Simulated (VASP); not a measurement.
Runs of VASP 6.6.1 on Ti. The structure is that of space group P6/mmm (No. 191), or close to it. The cells are those of the table. This isn't the form of Ti at room conditions, which is hcp.

```csv
cell,gap on the mesh (eV),pressure (GPa)
"a = 4.340, b = 4.340, c = 2.825 Å, angles 90.0, 90.0, 120.0°, 3 atoms",none,14.7
"a = 4.568, b = 4.568, c = 2.966 Å, angles 90.0, 90.0, 120.0°, 3 atoms",none,(b)
"a = 4.340, b = 4.340, c = 2.683 Å, angles 90.0, 90.0, 120.0°, 3 atoms",none,24.4
"a = 4.340, b = 4.340, c = 2.754 Å, angles 90.0, 90.0, 120.0°, 3 atoms",none,(a)
"a = 4.796, b = 4.796, c = 2.683 Å, angles 90.0, 90.0, 120.0°, 3 atoms",none,-3.8
"a = 4.682, b = 4.682, c = 2.825 Å, angles 90.0, 90.0, 120.0°, 3 atoms",none,-4.9
```

Alike in all rows: task single point; level r2SCAN; potentials or basis VASP PAW PBE potentials, release 64 (Ti_sv); no spin polarisation; k mesh 12 × 12 × 16; cutoff (eV) 520; smearing gaussian 0.15 eV.

**Question.** Estimate the missing entries.

**Answer.** (a) 19.2; (b) -5.1.

Caveats: the PAW data sets were made with another functional, which shifts forces and pressure a little; the cell stands under pressure (at least some runs); the stress differs along the axes, from 8 to 18 GPa (at least some runs); the stress differs along the axes, from -11 to -2 GPa (at least some runs); the stress differs along the axes, from -9 to 7 GPa (at least some runs); the cell stands under tension (at least some runs).

A gap of «none» marks levels without a gap at the run's occupations.
